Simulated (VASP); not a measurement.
**K: single point with r2SCAN**

K:

```
K
1.0
     4.31044    0.00000    0.00000
     0.00000    4.31044    0.00000
     0.00000    0.00000    4.31044
K
1
Cartesian
  0.0000 0.0000 0.0000
```

```
Program             : VASP 6.6.1
Task                : single point
Functional          : r2SCAN
Potentials or basis : VASP PAW PBE potentials, release 64 (K_sv)
Cutoff              : 520 eV
k mesh              : 7 × 7 × 7
Occupations         : methfessel-paxton, width 0.05 eV
Spin                : no spin polarisation
```

| Quantity | Value |
| --- | --- |
| Pressure | 0.0 GPa |

Levels at points of the mesh, in eV from the Fermi level:
| k point | band 1 | band 2 | band 3 | band 4 | band 5 | band 6 | band 7 | band 8 | band 9 | band 10 |
| --- | --- | --- | --- | --- | --- | --- | --- | --- | --- | --- |
| (0.00, 0.00, 0.00) | -33.90 | -16.57 | -16.57 | -16.57 | -2.17 | 3.22 | 3.22 | 6.67 | 6.67 | 6.67 |

Wall time 2.3 min on 1 thread of AMD EPYC 7R13, with other jobs on the host, peak memory 0.15 GiB.

Caveat: the PAW data sets were made with another functional, which shifts forces and pressure a little.
